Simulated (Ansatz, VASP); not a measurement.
**One calculation of Mo, two programs**

The input INCAR:

```
SYSTEM = Mo
PREC = Accurate
ENCUT = 520
EDIFF = 1E-7
ISMEAR = 0
SIGMA = 0.1
LREAL = .FALSE.
LASPH = .TRUE.
NELM = 100
ALGO = Fast
ISIF = 2
LWAVE = .FALSE.
LCHARG = .TRUE.
GGA = PE
LELF = .TRUE.
LVHAR = .TRUE.
NBANDS = 13
```

The input KPOINTS:

```
Automatic mesh
0
G
  18 18 18
  0 0 0
```

Contents of POSCAR:

```
Mo
1.0
    0.0000000000      2.0802054000      2.0802054000
    2.0802054000      0.0000000000      2.0802054000
    2.0802054000      2.0802054000      0.0000000000
Mo
1
Direct
    0.0000000000      0.0000000000      0.0000000000
```

Input for Ansatz:

```yaml
crystal:
  lattice:
    - [0.0, 2.0802054, 2.0802054]
    - [2.0802054, 0.0, 2.0802054]
    - [2.0802054, 2.0802054, 0.0]
  atoms:
    - { symbol: Mo, position: [0.0, 0.0, 0.0] }
basis:
  ecutwfc: 420
kpoints:
  mp_grid: { grid: [18, 18, 18] }
hamiltonian:
  xc: pbe
scf:
  occupations: { method: gaussian, width: 0.1 }
output:
  forces: true
  stress: true
  eigenvalues: true
```

Alike in both runs: task single point; functional PBE; k mesh 18 × 18 × 18; occupations gaussian, width 0.1 eV; no spin polarisation.

|  | VASP | Ansatz |
| --- | --- | --- |
| version | VASP 6.6.1 | Ansatz 0.2.0 |
| potentials or method | VASP PAW PBE potentials, release 64 (Mo_sv), cutoff 520 eV | scalar-relativistic, plane waves, PAW |
| valence electrons in the cell | 14 | 14 |

Ansatz gave:

```
gap on the k mesh at the Fermi level (eV) : none
pressure (GPa)                            : -21.9
```

**Question.** What did VASP give for the same quantities?

**Answer.** gap on the k mesh at the Fermi level (eV): none; pressure (GPa): -21.6.

A gap of «none» marks a metal or a gap that the smearing closes.
